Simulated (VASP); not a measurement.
# Rh: single point with PBE

Rh:

```
CELL_PARAMETERS angstrom
2.53731 0.00000 0.00000
0.00000 2.53731 0.00000
0.00000 0.00000 2.53731
ATOMIC_POSITIONS crystal
Rh 0.00000 0.00000 0.00000
```

```
Program             : VASP 6.6.1
Task                : single point
Functional          : PBE
Potentials or basis : VASP PAW PBE potentials, release 64 (Rh_pv)
Cutoff              : 520 eV
k mesh              : 6 × 6 × 6
Occupations         : fermi-dirac, width 0.1 eV
Spin                : no spin polarisation
```

- Pressure: 1.5 GPa

Levels at points of the mesh, in eV from the Fermi level:
```
           k point  band 4  band 5  band 6  band 7  band 8  band 9  band 10  band 11
(0.00, 0.00, 0.00)   -6.66   -5.00   -5.00    0.79    0.79    0.79    16.84    16.84
(0.50, 0.00, 0.00)   -4.38   -4.23   -1.29   -1.29    0.06    0.99     6.19    17.57
(0.50, 0.50, 0.00)   -5.46   -3.55   -0.89   -0.89    2.33    5.68     5.68    13.24
(0.50, 0.50, 0.50)   -4.34   -4.34   -4.34    2.47    2.47   10.25    12.08    12.08
```

Run time: 5 s on 1 thread of AMD EPYC 7R43 64-Core Processor (Zen 3), with other jobs on the host, peak memory 0.08 GiB.

Caveat: the k points lie up to 0.41 Å⁻¹ apart.
